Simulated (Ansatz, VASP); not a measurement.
# One calculation of TiO2, two programs

```
Ti O
1.0
     4.51500    0.00000    0.00000
     0.00000    5.49700    0.00000
     0.00000    0.00000    4.93900
Ti O
4 8
Direct
  0.00000 0.17453 0.25000
  0.50000 0.32547 0.75000
  0.00000 0.82547 0.75000
  0.50000 0.67453 0.25000
  0.27040 0.38191 0.41969
  0.22960 0.11809 0.91969
  0.77040 0.11809 0.58031
  0.72960 0.38191 0.08031
  0.72960 0.61809 0.58031
  0.77040 0.88191 0.08031
  0.22960 0.88191 0.41969
  0.27040 0.61809 0.91969
```

Alike in both runs: functional PBE; k mesh 6 × 5 × 6; occupations fermi-dirac, width 0.01 eV; no spin polarisation.

Ansatz relaxed the structure, and its values are those at the end. VASP's run is a single point on that final structure, the one shown.

|  | VASP | Ansatz |
| --- | --- | --- |
| version | VASP 6.6.1 | Ansatz 0.2.0 |
| potentials or method | VASP PAW PBE potentials, release 64 (Ti_sv, O) | plane-wave PAW, scalar-relativistic |
| plane-wave cutoff (eV) | 520 | 420 |
| valence electrons in the cell | 96 | 96 |

|  | VASP | Ansatz | Ansatz less VASP |
| --- | --- | --- | --- |
| gap on the k mesh at the Fermi level (eV) | 2.61 | 2.63 | +0.023 |
| pressure (GPa) | 5.9 | 5.2 | -0.74 |
| rms of the force components (eV/Å) | 0.018 | 0.001 | -0.0168 |

Ansatz's warnings: stress scf threshold loose.
